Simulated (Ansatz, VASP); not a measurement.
# EuO in VASP and in Ansatz

```
Eu O
1.0
     0.00000    2.53030   -2.53030
     0.00000    2.53030    2.53030
     5.06059    0.00000    0.00000
Eu O
2 2
Direct
  0.00000 0.00000 0.00000
  0.50000 0.50000 0.50000
  0.00000 0.00000 0.50000
  0.50000 0.50000 0.00000
```

Alike in both runs: task single point; functional PBE; k mesh 8 × 8 × 6; occupations gaussian, width 0.05 eV; collinear spin.

|  | VASP | Ansatz |
| --- | --- | --- |
| version | VASP 6.6.1 | Ansatz 0.2.0 |
| potentials or method | VASP PAW PBE potentials, release 64 (Eu, O), cutoff 600 eV | scalar-relativistic, plane waves, PAW |
| valence electrons in the cell | 46 | 46 |

```tsv
	VASP	Ansatz	Ansatz less VASP
gap on the k mesh at the Fermi level (eV)	none	none	-
pressure (GPa)	-0.8	-0.4	+0.36
net moment per atom (μB)	0.00	0.00	0.000
size of the moment on the site where the two differ most (μB)	6.47	6.52	+0.043
```

Site moments also hang on the region over which each program counts them. A gap of «none» marks a metal or a gap that the smearing closes.

Neither program's run includes spin-orbit coupling.
